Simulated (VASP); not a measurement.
Input of a VASP 6.6.1 run:

File INCAR:

```
PREC     = Accurate       # precision mode
ENCUT    = 520            # plane-wave cutoff, eV
EDIFF    = 1E-6           # SCF threshold, eV
ISMEAR   = 0              # smearing method
SIGMA    = 0.15           # smearing width, eV
LREAL    = False          # projectors in reciprocal space
LASPH    = True           # aspherical terms in the spheres
NELM     = 60             # most SCF steps
ALGO     = Fast           # electronic algorithm
ISIF     = 2              # what is computed and relaxed
LWAVE    = False          # write WAVECAR
LCHARG   = False          # write CHGCAR
NBANDS   = 31             # bands
```

File KPOINTS:

```
regular mesh
0
Gamma
  10 8 8
```

POSCAR

```
TiAl3
1.0
   -3.9105245017      0.0000000000      0.0000000000
    0.0000000000      3.9105245017      3.9105245017
    0.0000000000      3.9105245017     -3.9105245017
Ti Al
2 6
Direct
    0.0000000000      0.5000000000      0.5000000000
    0.0000000000      0.0000000000      0.0000000000
    0.5000000000      0.7361911107      0.7638088893
    0.5000000000      0.2638088893      0.2361911107
    0.5000000000      0.7361911107      0.2361911107
    0.5000000000      0.2638088893      0.7638088893
    0.0000000000      0.5000000000      0.0000000000
    0.0000000000      0.0000000000      0.5000000000
```

Potentials or basis: VASP PAW LDA potentials, release 64 (Ti_sv, Al).

The run is started by

```sh
$ cat potpaw_LDA.64/Ti_sv/POTCAR potpaw_LDA.64/Al/POTCAR > POTCAR
$ mpirun -np 1 vasp_std > vasp.out
```

(1) Predict the band gap on the k mesh.

(2) Predict the pressure.

Answers

(1) zero (bands 21 and 22 overlap by 0.86 eV).

(2) 1.1 GPa.

Caveat: the cell differs from its parent crystal (atoms displaced along a vibrational mode); forces of over 1 eV/Å act on the atoms, so gaps and moduli don't describe the material at rest.
